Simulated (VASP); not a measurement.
## EuBi: single point with PBE+U

EuBi:

```
Eu Bi
1.0
     4.23108    0.00000    0.00000
    -2.11554    3.66422    0.00000
     0.00000    0.00000    4.79887
Eu Bi
1 1
Cartesian
  0.0000 0.0000 0.0000
  2.1155 1.2214 2.3994
```

| Property | Result |
| --- | --- |
| Program | VASP 6.6.1 |
| Task | single point |
| Functional | PBE |
| Potentials or basis | VASP PAW PBE potentials, release 64 (Eu, Bi_d) |
| Cutoff | 520 eV |
| k mesh | 8 × 8 × 8 |
| Occupations | gaussian, width 0.05 eV |
| Spin | collinear spin, ferromagnetic start |
| Starting moments | [7.66, -0.02] μB |
| Hubbard terms | Eu f U = 6.0 eV |
| Dipole correction | no |
| Further INCAR settings | ALGO = Fast; EDIFF = 1e-07; NBANDS = 27 |

```yaml
Pressure: 0.1 GPa
Net_moment: 7.09 μB per cell
Site_moments: Eu +6.74; Bi -0.02 μB
Valence_electrons_inside_the_program's_atomic_spheres: Eu 14.88; Bi 12.88
```

Levels at points of the mesh, in eV from the Fermi level:
Spin up:
```tsv
k point	band 16	band 17	band 18	band 19	band 20	band 21	band 22	band 23
(0.00, 0.00, 0.00)	-1.40	-1.39	-0.40	-0.38	0.85	1.47	2.65	3.83
(0.50, 0.00, 0.00)	-1.40	-1.39	-1.39	-0.88	0.69	1.29	3.31	3.35
(0.00, 0.00, 0.50)	-1.39	-1.36	-1.36	1.15	1.15	2.35	2.35	2.80
(0.50, 0.00, 0.50)	-1.41	-1.39	-1.37	-1.36	-0.36	0.79	3.58	3.64
```
Spin down:
| k point | band 8 | band 9 | band 10 | band 11 | band 12 | band 13 | band 14 | band 15 | band 16 | band 17 |
| --- | --- | --- | --- | --- | --- | --- | --- | --- | --- | --- |
| (0.00, 0.00, 0.00) | -17.04 | -17.04 | -10.68 | -0.47 | 0.16 | 0.80 | 0.80 | 3.03 | 4.76 | 4.76 |
| (0.50, 0.00, 0.00) | -17.10 | -16.98 | -9.78 | -3.03 | -0.89 | 0.55 | 1.26 | 3.70 | 4.18 | 4.64 |
| (0.00, 0.00, 0.50) | -17.03 | -17.03 | -10.13 | -3.52 | 1.21 | 1.21 | 3.13 | 3.13 | 3.54 | 4.78 |
| (0.50, 0.00, 0.50) | -17.08 | -17.06 | -9.81 | -2.24 | -1.83 | -0.19 | 1.36 | 4.00 | 4.46 | 6.05 |

Eigenvalues of the final occupation matrices:
| site | spin | trace | eigenvalues |
| --- | --- | --- | --- |
| site 1 f | 1 | 6.83 | 0.97 0.97 0.97 0.98 0.98 0.98 0.98 |
| site 1 f | 2 | 0.00 | 0.00 0.00 0.00 0.00 0.00 0.00 0.00 |

Wall time 20 min on 1 thread of Intel(R) Xeon(R) Platinum 8488C (Sapphire Rapids) (shared host), peak memory 0.36 GiB.

Caveat: spin-orbit coupling is left out, which moves the levels of the heavy elements. The state reached can hang on the start; a lower one may exist.
